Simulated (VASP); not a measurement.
A run of VASP 6.6.1:

INCAR

```
  PREC = Accurate
  ENCUT = 520
  EDIFF = 1E-6
  ISMEAR = 0
  SIGMA = 0.01
  LREAL = False
  LASPH = True
  NELM = 60
  ALGO = Normal
  ISIF = 2
  LWAVE = False
  LCHARG = False
  GGA = PS
  NBANDS = 17
```

File KPOINTS:

```
regular mesh
0
Gamma
  6 6 6
```

File POSCAR:

```
PbS
1.0
    0.0000000000      2.9853913009      2.9853913009
    2.9853913009      0.0000000000      2.9853913009
    2.9853913009      2.9853913009      0.0000000000
Pb S
1 1
Direct
    0.0000000000      0.0000000000      0.0000000000
    0.5000000000      0.5000000000      0.5000000000
```

Potentials or basis: VASP PAW PBE potentials, release 64 (Pb_d, S).

The run is started by

```bash
$ cat potpaw_PBE.64/Pb_d/POTCAR potpaw_PBE.64/S/POTCAR > POTCAR
$ mpirun -np 1 vasp_std > vasp.out
```

Hardware: 1 thread of Intel(R) Xeon(R) 6975P-C (Granite Rapids) (shared host).

Question: How long does it take, and how much memory?

Answer: It took 5.3 s on 1 thread of Intel(R) Xeon(R) 6975P-C (Granite Rapids) (shared host), peak memory 0.17 GiB. Counts: scf iterations 12, k points 16.
